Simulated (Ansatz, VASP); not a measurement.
**Two plane-wave programs on KOs**

INCAR

```
PREC = Accurate
ENCUT = 600
EDIFF = 1E-6
ISMEAR = 0
SIGMA = 0.1
LREAL = F
LASPH = T
NELM = 60
ALGO = Normal
ISIF = 3
LWAVE = F
LCHARG = F
GGA = PE
IBRION = 2
NSW = 90
EDIFFG = -0.04
```

File KPOINTS:

```
Automatic mesh
0
Gamma
  6 6 4
```

POSCAR

```
KOs
1.0
    4.0603306300      0.0000000000      0.0000000000
   -2.0301653100      3.5163494700      0.0000000000
    0.0000000000      0.0000000000      5.7716871900
K Os
1 1
Direct
    0.3333333300      0.6666666700      0.5000000000
    0.0000000000      0.0000000000      0.0000000000
```

Input for Ansatz:

```yaml
crystal:
  lattice:
    - [4.06033063, 0.0, 0.0]
    - [-2.03016531, 3.51634947, 0.0]
    - [0.0, 0.0, 5.77168719]
  atoms:
    - { symbol: K, position: [0.33333333, 0.66666667, 0.5] }
    - { symbol: Os, position: [0.0, 0.0, 0.0] }
basis:
  ecutwfc: 420
kpoints:
  mp_grid: { grid: [6, 6, 4] }
hamiltonian:
  xc: pbe
scf:
  occupations: { method: gaussian, width: 0.1 }
  lower_state_search: "off"
output:
  forces: true
  stress: true
  eigenvalues: true
relax:
  adjacent_minimum: "off"
  f_tol: 0.04
  max_steps: 70
  cell: { stress_tol: 0.4 }
```

Alike in both runs: task relaxation of cell and atoms; functional PBE; k mesh 6 × 6 × 4; occupations gaussian, width 0.1 eV; no spin polarisation.

```csv
,VASP,Ansatz
version,VASP 6.6.1,Ansatz 0.2.0
potentials or method,"VASP PAW PBE potentials, release 64 (K_sv, Os), cutoff 600 eV","scalar-relativistic, plane waves, PAW"
valence electrons in the cell,17,25
```

Ansatz gave:

- gap on the k mesh at the Fermi level, each at its own relaxed structure (eV): none
- relaxed volume (Å³/atom): 19.30
- relaxed length of the cell vector where the two differ most in proportion (Å): 5.811

Task: Estimate VASP's values.

Result: gap on the k mesh at the Fermi level, each at its own relaxed structure (eV): none; relaxed volume (Å³/atom): 19.39; relaxed length of the cell vector where the two differ most in proportion (Å): 5.822.

A gap of «none» marks a metal or a gap that the smearing closes. VASP's potentials hold 17 valence electrons a cell and Ansatz's 25, so a difference there can come from the potentials and not from the codes.

Spin-orbit coupling is off throughout. Noted on VASP's run: the volume moved by over 15 % at a fixed basis, so the end points are rough.
